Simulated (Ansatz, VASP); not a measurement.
# Two plane-wave programs on BaZrO3

Contents of INCAR:

```
SYSTEM = BaZrO3
PREC = Accurate ; ENCUT = 1340
EDIFF = 1E-6 ; ISMEAR = 0
SIGMA = 0.05 ; LREAL = .False.
LASPH = .True. ; NELM = 120
ALGO = Normal ; ISIF = 2
LWAVE = .False. ; LCHARG = .True.
GGA = PE ; LELF = .True.
LVHAR = .True. ; NBANDS = 28
GGA_COMPAT = .False.
```

KPOINTS

```
regular mesh
0
Gamma
  6 6 6
  0 0 0
```

File POSCAR:

```
BaZrO3
1.0
    4.1815000000      0.0000000000      0.0000000000
    0.0000000000      4.1815000000      0.0000000000
    0.0000000000      0.0000000000      4.1815000000
Ba Zr O
1 1 3
Direct
    0.5000000000      0.4873172286      0.4873172286
    0.0000000000      0.0000000000      0.0000000000
    0.5000000000      0.0000000000      0.0000000000
    0.0000000000      0.5000000000      0.0000000000
    0.0000000000      0.0000000000      0.5000000000
```

Input for Ansatz:

```yaml
crystal:
  lattice:
    - [4.1815, 0.0, 0.0]
    - [0.0, 4.1815, 0.0]
    - [0.0, 0.0, 4.1815]
  atoms:
    - { symbol: Ba, position: [0.5, 0.4873172286, 0.4873172286] }
    - { symbol: Zr, position: [0.0, 0.0, 0.0] }
    - { symbol: O, position: [0.5, 0.0, 0.0] }
    - { symbol: O, position: [0.0, 0.5, 0.0] }
    - { symbol: O, position: [0.0, 0.0, 0.5] }
basis:
  ecutwfc: 420
kpoints:
  mp_grid: { grid: [6, 6, 6] }
hamiltonian:
  xc: pbe
scf:
  occupations: { method: gaussian, width: 0.05 }
output:
  forces: true
  stress: true
  eigenvalues: true
```

Change from the starting cell: all Ba atoms moved +0.075 Å, as atom 1 towards its neighbour atom 3 (O) at 2.957 Å.

Alike in both runs: task single point; functional PBE; k mesh 6 × 6 × 6; occupations gaussian, width 0.05 eV; no spin polarisation.

|  | VASP | Ansatz |
| --- | --- | --- |
| version | VASP 6.6.1 | Ansatz 0.2.0 |
| potentials or method | VASP PAW PBE potentials, release 64 (Ba_sv, Zr_sv, O_h), cutoff 1340 eV | scalar-relativistic, plane waves, PAW |
| valence electrons in the cell | 40 | 40 |

Ansatz gave:

- gap on the k mesh at the Fermi level (eV): 3.25
- least direct gap on the mesh (eV): 3.44
- pressure (GPa): 5.4
- traceless stress, the component that is largest in VASP (GPa): 0.11
- rms of the force components (eV/Å): 0.101

**Question.** What did VASP give for the same quantities?

**Answer.** gap on the k mesh at the Fermi level (eV): 3.21; least direct gap on the mesh (eV): 3.42; pressure (GPa): 6.3; traceless stress, the component that is largest in VASP (GPa): 0.12; rms of the force components (eV/Å): 0.108.

Atom by atom the forces differ by 0.010 eV/Å (rms over components).

Spin-orbit coupling is off throughout.
